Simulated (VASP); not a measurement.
## Ga3As3CO: single point with PBE+D3(BJ)

The system is Ga3As3CO, a slab with vacuum.

```
Ga As O C
1.0
     4.01370    0.00000    0.00000
     0.00000    5.67623    0.00000
     0.00000    0.00000   23.33527
Ga As O C
3 3 1 1
Direct
  0.50000 0.50000 0.17141
  0.00000 0.06538 0.26800
  0.50000 0.48946 0.32285
  0.00000 0.25000 0.17141
  0.50000 0.81022 0.25049
  0.00000 0.28876 0.35934
  0.33333 0.95542 0.49647
  0.33333 0.95542 0.54575
```

```json
{"Program": "VASP 6.6.1", "Task": "single point", "Functional": "PBE", "Dispersion": "D3(BJ)", "Potentials or basis": "VASP PAW PBE potentials, release 64 (Ga_d, As, O, C)", "Cutoff": "520 eV", "k mesh": "7 × 5 × 1", "Occupations": "gaussian, width 0.05 eV", "Spin": "no spin polarisation"}
```

| Item | Value |
| --- | --- |
| Largest force | 1.107 eV/Å |
| Band gap on the k mesh | 0.40 eV (least direct gap 0.75 eV) |
| Dispersion energy per atom | -0.157 eV |

Forces on the atoms (eV/Å):
```
Ga   0.000 -0.310  1.029
Ga   0.000 -0.008  0.016
Ga   0.002  0.006  0.010
As   0.000  0.317 -1.061
As  -0.001  0.012 -0.013
As  -0.008 -0.008  0.048
O    0.010 -0.016  0.706
C   -0.003  0.007 -0.735
```

Levels at points of the mesh, in eV from the valence-band top:
| k point | band 28 | band 29 | band 30 | band 31 | band 32 | band 33 | band 34 | band 35 | band 36 | band 37 |
| --- | --- | --- | --- | --- | --- | --- | --- | --- | --- | --- |
| (0.00, 0.00, 0.00) | -1.98 | -1.32 | -0.89 | -0.86 | 0.00 | 0.75 | 1.62 | 2.31 | 2.57 | 2.91 |

Wall time 6.6 min on 1 thread of Intel(R) Xeon(R) 6975P-C (Granite Rapids), with other jobs on the host, peak memory 0.74 GiB.
